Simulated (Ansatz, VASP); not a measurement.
**AlGeIr3 in VASP and in Ansatz**

```
CELL_PARAMETERS angstrom
5.14567 0.00000 0.00000
-2.57283 4.45628 0.00000
0.00000 0.00000 5.03343
ATOMIC_POSITIONS crystal
Al 0.00000 0.00000 0.00000
Ge 0.00000 0.00000 0.50000
Ir 0.50000 0.00000 0.50000
Ir 0.00000 0.50000 0.50000
Ir 0.50000 0.50000 0.50000
```

Alike in both runs: functional PBE; k mesh 12 × 12 × 8; occupations gaussian, width 0.1 eV; collinear spin.

Ansatz relaxed the structure, and its values are those at the end. VASP's run is a single point on that final structure, the one shown.

|  | VASP | Ansatz |
| --- | --- | --- |
| version | VASP 6.6.1 | Ansatz 0.2.0 |
| potentials or method | VASP PAW PBE potentials, release 64 (Al, Ge_d, Ir), cutoff 520 eV | scalar-relativistic, plane waves, PAW |
| valence electrons in the cell | 44 | 68 |

```tsv
	VASP	Ansatz	Ansatz less VASP
gap on the k mesh at the Fermi level (eV)	none	none	-
pressure (GPa)	0.2	0.0	-0.15
net moment per atom (μB)	0.00	0.00	-0.004
```

A gap of «none» marks a metal or a gap that the smearing closes. VASP's potentials hold 44 valence electrons a cell and Ansatz's 68, so a difference there can come from the potentials and not from the codes. Ansatz's warnings: seeded moment not kept.

Spin-orbit coupling is off throughout.
